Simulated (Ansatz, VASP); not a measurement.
## H4C2O in VASP and in Ansatz

```
C H O
1.0
     7.11379    0.00000    0.00000
     0.00000    7.11379    0.00000
     0.00000    0.00000    7.11379
C H O
8 16 4
Direct
  0.76035 0.73015 0.00610
  0.80726 0.85745 0.90406
  0.84042 0.48698 0.48311
  0.71567 0.60169 0.47261
  0.61579 0.11551 0.34014
  0.53479 0.16404 0.19783
  0.34066 0.63465 0.73853
  0.24287 0.71856 0.62746
  0.84429 0.97269 0.81443
  0.71851 0.62090 0.10170
  0.60105 0.69945 0.46669
  0.95182 0.38482 0.49589
  0.46518 0.20344 0.06723
  0.68600 0.07401 0.46827
  0.16242 0.79388 0.52212
  0.42758 0.55846 0.83537
  0.27513 0.38463 0.51952
  0.29463 0.20012 0.40472
  0.09233 0.43700 0.18770
  0.09747 0.53507 0.99406
  0.99914 0.91392 0.19948
  0.15726 0.77084 0.20211
  0.41930 0.99227 0.82123
  0.34819 0.15557 0.69616
  0.21496 0.26265 0.49889
  0.17251 0.51293 0.10674
  0.12332 0.89431 0.25391
  0.44198 0.12403 0.79296
```

Alike in both runs: functional PBE; k mesh 1 × 1 × 1; occupations fermi-dirac, width 0.05 eV; no spin polarisation.

Ansatz relaxed the structure, and its values are those at the end. VASP's run is a single point on that final structure, the one shown.

|  | VASP | Ansatz |
| --- | --- | --- |
| version | VASP 6.6.1 | Ansatz 0.2.0 |
| potentials or method | VASP PAW PBE potentials, release 64 (C, H, O), cutoff 520 eV | scalar-relativistic, plane waves, PAW |
| valence electrons in the cell | 72 | 72 |

```csv
,VASP,Ansatz,Ansatz less VASP
gap on the k mesh at the Fermi level (eV),5.30,5.31,+0.006
rms of the force components (eV/Å),0.077,0.078,+0.0008
```

Ansatz's warnings: xc potential rough in thin density.

Noted on VASP's run: the standard files for N, O and F lose accuracy on very short bonds.
